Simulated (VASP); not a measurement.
# HfC (Fm-3m) in VASP: a series of runs, part 2 of 2

VASP 6.6.1. The steps go on from the part before.

## 5. Relaxation of cell and atoms, revPBE

This run uses another cell than the first one, of 12.57 Å³/atom, 0.986 times its volume.

File INCAR:

```
SYSTEM = HfC
PREC     = Accurate       ! precision mode
ENCUT    = 600            ! plane-wave cutoff, eV
EDIFF    = 1E-6           ! SCF threshold, eV
ISMEAR   = -1             ! smearing method
SIGMA    = 0.05           ! smearing width, eV
LREAL    = .False.        ! projectors in reciprocal space
LASPH    = .True.         ! aspherical terms in the spheres
NELM     = 100            ! most SCF steps
ALGO     = Normal         ! electronic algorithm
ISIF     = 3              ! what is computed and relaxed
LWAVE    = .False.        ! write WAVECAR
LCHARG   = .False.        ! write CHGCAR
GGA      = RE             ! functional
IBRION   = 2              ! ionic algorithm
NSW      = 80             ! ionic steps
EDIFFG   = -0.005         ! ionic threshold
```

File KPOINTS:

```
regular mesh
0
Gamma
  10 10 10
  0 0 0
```

File POSCAR:

```
HfC
1.0
    0.0000000000      2.3250000000      2.3250000000
    2.3250000000      0.0000000000      2.3250000000
    2.3250000000      2.3250000000      0.0000000000
Hf C
1 1
Direct
    0.5000000000      0.5000000000      0.5000000000
    0.0000000000      0.0000000000      0.0000000000
```

Potentials or basis: VASP PAW PBE potentials, release 64 (Hf_pv, C).

Run with:

```sh
> cat potpaw_PBE.64/Hf_pv/POTCAR potpaw_PBE.64/C/POTCAR > POTCAR
> mpirun -np 1 vasp_std > vasp.out
```

OUTCAR:

```text
SYSTEM = HfC
   PREC = Accurate
   ENCUT = 600
   EDIFF = 1E-6
   ISMEAR = -1
   LREAL = .False.
   LASPH = .True.
   NELM = 100
   ISIF = 3
   GGA = RE
   IBRION = 2
   NSW = 80
   EDIFFG = -0.005

 ion  position               nearest neighbor table
   1  0.500  0.500  0.500-   2 2.33   2 2.33   2 2.33   2 2.33   2 2.33   2 2.33
   2  0.000  0.000  0.000-   1 2.33   1 2.33   1 2.33   1 2.33   1 2.33   1 2.33

  LATTYP: Found a face centered cubic cell.
 ALAT       =     4.6500000000

  Lattice vectors:

 A1 = (   0.0000000000,   2.3250000000,   2.3250000000)
 A2 = (   2.3250000000,   0.0000000000,   2.3250000000)
 A3 = (   2.3250000000,   2.3250000000,   0.0000000000)

Analysis of symmetry for initial positions (statically):
=====================================================================
 Subroutine PRICEL returns:
 Original cell was already a primitive cell.

 Routine SETGRP: Setting up the symmetry group for a
 face centered cubic supercell.

 Subroutine GETGRP returns: Found 48 space group operations
 (whereof 48 operations were pure point group operations)
 out of a pool of 48 trial point group operations.

The static configuration has the point symmetry O_h .

Analysis of symmetry for dynamics (positions and initial velocities):
=====================================================================
 Subroutine PRICEL returns:
 Original cell was already a primitive cell.

 Routine SETGRP: Setting up the symmetry group for a
 face centered cubic supercell.

 Subroutine GETGRP returns: Found 48 space group operations
 (whereof 48 operations were pure point group operations)
 out of a pool of 48 trial point group operations.

The dynamic configuration has the point symmetry O_h .

 Subroutine INISYM returns: Found 48 space group operations
 (whereof 48 operations are pure point group operations),
 and found     1 'primitive' translations

[... 126 lines left out ...]
 non-spin polarized calculation
  energy-cutoff  :      600.00
  volume of cell :       25.14
 maximum number of plane-waves:       869
 NGX is ok and might be reduce to    28
   NGX = 13   NGY = 13   NGZ = 13

--------------------------------------- Ionic step        1  -------------------------------------------

 number of electron      14.0000000 magnetization

 Free energy of the ion-electron system (eV)
  ---------------------------------------------------
  ext. energy  EPLUGINS =         0.00000000
  ---------------------------------------------------
  free energy    TOTEN  =       -20.29390917 eV

  energy without entropy =      -20.29110351  energy(sigma->0) =      -20.29250634

------------------------ aborting loop because EDIFF is reached ----------------------------------------

  FORCE on cell =-STRESS in cart. coord.  units (eV):
  Direction    XX          YY          ZZ          XY          YZ          ZX
  --------------------------------------------------------------------------------------
  -------------------------------------------------------------------------------------
  Total        0.3728614      0.3728614      0.3728614      0.0000000      0.0000000      0.0000000
  in kB       23.7661667     23.7661667     23.7661667      0.0000000      0.0000000      0.0000000
  external PRESSURE =      23.7661667 kB  Pullay stress =       0.0000000 kB
[... 59 lines left out ...]
--------------------------------------- Ionic step        3  -------------------------------------------

 number of electron      14.0000001 magnetization

 Free energy of the ion-electron system (eV)
  ---------------------------------------------------
  ext. energy  EPLUGINS =         0.00000000
  ---------------------------------------------------
  free energy    TOTEN  =       -20.29576594 eV

  energy without entropy =      -20.29289258  energy(sigma->0) =      -20.29432926

 E-fermi :   5.9942     XC(G=0): -12.1888

 val. band max:        5.9783421745   @ k =   0.1000   0.0000   0.0000
 cond. band min:       6.1175730453   @ k =   0.1000   0.1000   0.0000
 fundamental gap:      0.1392308708
 Fermi energy:         5.9941587353

 k-point     1 :       0.0000    0.0000    0.0000
  band No.  band energies     occupation
      1     -23.6965      2.00000
      2     -23.6965      2.00000
      3     -23.6965      2.00000
      4      -6.3375      2.00000
      5       6.9513      0.00000
      6       6.9513      0.00000
      7       6.9513      0.00000
      8       7.3655      0.00000
      9       7.3655      0.00000
     10       7.3655      0.00000
     11       9.3231      0.00000
[... 309 lines left out ...]
 k-point    24 :       0.4000    0.3000    0.0000
  band No.  band energies     occupation
      1     -24.1653      2.00000
      2     -23.8852      2.00000
      3     -23.8656      2.00000
      4      -4.2823      2.00000
      5       2.2508      2.00000
      6       4.1833      2.00000
      7       5.2451      2.00000
      8       6.1760      0.05130
      9      11.2691      0.00000
     10      12.2908      0.00000
     11      12.4182      0.00000

 [... further k-points ...]
[... 5 lines left out ...]
  --------------------------------------------------------------------------------------
  -------------------------------------------------------------------------------------
  Total        0.0009764      0.0009764      0.0009764      0.0000000      0.0000000      0.0000000
  in kB        0.0616079      0.0616079      0.0616079      0.0000000      0.0000000      0.0000000
  external PRESSURE =       0.0616079 kB  Pullay stress =       0.0000000 kB
[... 17 lines left out ...]
  FREE ENERGIE OF THE ION-ELECTRON SYSTEM (eV)
  ---------------------------------------------------
  free  energy   TOTEN  =       -20.2957659375 eV

  energy  without entropy=      -20.2928925838  energy(sigma->0) =      -20.29432926

 reached required accuracy - stopping structural energy minimisation
```

CONTCAR:

```text
HfC
   1.00000000000000
     0.0000000000000000    2.3328389283162374    2.3328389283162374
     2.3328389283162374    0.0000000000000000    2.3328389283162374
     2.3328389283162374    2.3328389283162374    0.0000000000000000
  Hf              C
     1     1
Direct
     0.5000000000000000    0.5000000000000000    0.5000000000000000
     0.0000000000000000    0.0000000000000000    0.0000000000000000

  0.00000000E+00  0.00000000E+00  0.00000000E+00
  0.00000000E+00  0.00000000E+00  0.00000000E+00
```

It took 23 s on 1 thread of Intel Xeon Platinum 8559C (Emerald Rapids), shared host; peak memory 0.16 GiB.

Results:

```
Free energy                            : -20.2958 eV
Relaxed volume                         : 12.70 Å³/atom
Relaxed cell                           : a = 3.299 Å, b = 3.299 Å, c = 3.299 Å, α = 60.00°, β = 60.00°, γ = 60.00°
Space group after relaxing (to 0.05 Å) : Fm-3m (No. 225)
Energy gained by relaxing              : 0.9 meV/atom
Ionic steps                            : 3
Pressure after relaxing                : 0.0 GPa
Band gap on the k mesh                 : zero (band 7 reaches 6.95 eV, above the bottom of band 8 at 5.55 eV)
```

Step by step:
| step | energy change (eV) | largest force (eV/Å) | pressure (GPa) | volume (Å³) |
| --- | --- | --- | --- | --- |
| 1 | 0.0000 | 0.0000 | 2.38 | 25.14 |
| 2 | 0.0033 | 0.0000 | -3.78 | 25.82 |
| 3 | -0.0019 | 0.0000 | 0.01 | 25.39 |

Final structure:
```
Hf C
1.0
     0.00000    2.33284    2.33284
     2.33284    0.00000    2.33284
     2.33284    2.33284    0.00000
Hf C
1 1
Direct
  0.50000 0.50000 0.50000
  0.00000 0.00000 0.00000
```

Caveat: the PAW data sets were made with another functional, which shifts forces and pressure a little; spin-orbit coupling is left out, which moves the levels of the heavy elements. revPBE gives volumes clearly too large for solids.

## 6. Single point, RPBE+D3(BJ), collinear spin, ferromagnetic start (volume scaled by 0.98)

File INCAR:

```
PREC = Accurate ; ENCUT = 520
EDIFF = 1E-6 ; ISMEAR = -1
SIGMA = 0.1 ; LREAL = False
LASPH = True ; NELM = 150
ALGO = Normal ; ISIF = 2
LWAVE = False ; LCHARG = False
ISPIN = 2 ; MAGMOM = 1 0
LORBIT = 11 ; NUPDOWN = 1.0
LMAXMIX = 4 ; GGA = RP
IVDW = 12 ; NBANDS = 18
```

File KPOINTS:

```
regular mesh
0
Gamma
  10 10 10
```

File POSCAR:

```
HfC
1.0
    0.0000000000      2.3093955030      2.3093955030
    2.3093955030      0.0000000000      2.3093955030
    2.3093955030      2.3093955030      0.0000000000
Hf C
1 1
Direct
    0.5000000000      0.5000000000      0.5000000000
    0.0000000000      0.0000000000      0.0000000000
```

Potentials or basis: VASP PAW PBE potentials, release 64 (Hf_pv, C).

Run with:

```sh
> cat potpaw_PBE.64/Hf_pv/POTCAR potpaw_PBE.64/C/POTCAR > POTCAR
> mpirun -np 1 vasp_std > vasp.out
```

Run time: 18 s. Hardware: 1 thread of AMD EPYC 9R45 (Zen 5), shared host; peak memory 0.15 GiB.

It converged, with:

* Free energy: -23.7365 eV
* Pressure: -19.3 GPa
* Net moment: 1.00 μB per cell
* Site moments: Hf +0.38; C +0.28 μB
* Valence electrons inside the program's atomic spheres: Hf 8.65; C 2.39
* Dispersion energy per atom: -2.346 eV

Caveat: the cell differs from its parent crystal (volume scaled by 0.98); three body term missing; the PAW data sets were made with another functional, which shifts forces and pressure a little; spin-orbit coupling is left out, which moves the levels of the heavy elements; the total moment is fixed, so each spin has its own Fermi level.

## 7. The runs side by side

| task | level | spin | U | fixed moment (μB) | cell | cutoff (eV) | smearing | gap on the mesh (eV) | pressure (GPa) |
| --- | --- | --- | --- | --- | --- | --- | --- | --- | --- |
| single point | revPBE | off | - | - | a = 3.304 Å, angles 60.0°, 2 atoms | 520 | fermi-dirac 0.05 eV | none | -0.8 |
| single point | PBEsol+U | off | Hf d U = 1.0 eV | - | a = 3.288 Å, angles 60.0°, 2 atoms | 520 | fermi-dirac 0.05 eV | none | -3.4 |
| single point | PBEsol+U | off | Hf d U = 3.0 eV | - | a = 3.288 Å, angles 60.0°, 2 atoms | 520 | fermi-dirac 0.05 eV | none | 3.9 |
| relaxation of cell and atoms | revPBE | off | - | - | relaxed from a = 3.288 Å, angles 60.0°, 2 atoms | 600 | fermi-dirac 0.05 eV | none | 0.0 |
| single point | RPBE+D3(BJ) | collinear, ferromagnetic start | - | 1.0 | a = 3.266 Å, angles 60.0°, 2 atoms | 520 | fermi-dirac 0.1 eV | - | -19.3 |

Alike in all rows: potentials or basis VASP PAW PBE potentials, release 64 (Hf_pv, C); k mesh 10 × 10 × 10.

Caveats: the PAW data sets were made with another functional, which shifts forces and pressure a little; spin-orbit coupling is left out, which moves the levels of the heavy elements; U without spin polarisation on a metal has little footing (some runs); the U is typed as a test and isn't derived for this compound (some runs); three body term missing (some runs); the total moment is fixed, so each spin has its own Fermi level (some runs).

Total energies depend on the potentials used, so only differences within one code and one set of settings carry meaning.
